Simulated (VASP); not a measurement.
A run of VASP 6.6.1:

Contents of INCAR:

```
SYSTEM = B3Ir
PREC     = Accurate       ! precision mode
ENCUT    = 520            ! plane-wave cutoff, eV
EDIFF    = 1E-6           ! SCF threshold, eV
ISMEAR   = 0              ! smearing method
SIGMA    = 0.1            ! smearing width, eV
LREAL    = .FALSE.        ! projectors in reciprocal space
LASPH    = .TRUE.         ! aspherical terms in the spheres
NELM     = 100            ! most SCF steps
ALGO     = Normal         ! electronic algorithm
ISIF     = 2              ! what is computed and relaxed
LWAVE    = .FALSE.        ! write WAVECAR
LCHARG   = .FALSE.        ! write CHGCAR
GGA      = PE             ! functional
NBANDS   = 28             ! bands
```

File KPOINTS:

```
Automatic mesh
0
G
  6 6 6
  0 0 0
```

File POSCAR:

```
B3Ir
1.0
    4.2935228034      0.0000000000      0.0000000000
   -2.1467614017      3.7182998195      0.0000000000
    0.0000000000      0.0000000000      4.9786788809
B Ir
6 2
Direct
    0.7985952840      0.5971905679      0.2500000000
    0.2014047160      0.7985952840      0.7500000000
    0.4028094321      0.2014047160      0.2500000000
    0.2014047160      0.4028094321      0.7500000000
    0.7985952840      0.2014047160      0.2500000000
    0.5971905679      0.7985952840      0.7500000000
    0.3333333333      0.6666666667      0.2500000000
    0.6666666667      0.3333333333      0.7500000000
```

Potentials or basis: VASP PAW PBE potentials, release 64 (B, Ir).

Command:

```console
$ cat potpaw_PBE.64/B/POTCAR potpaw_PBE.64/Ir/POTCAR > POTCAR
$ mpirun -np 1 vasp_std > vasp.out
```

Hardware: 1 thread of Intel(R) Xeon(R) Platinum 8488C (Sapphire Rapids), with other jobs on the host.

Q: How long does it take, and how much memory?

A: Run time: 44 s on 1 thread of Intel(R) Xeon(R) Platinum 8488C (Sapphire Rapids), with other jobs on the host, peak memory 0.22 GiB. Counts: scf iterations 13, k points 28.
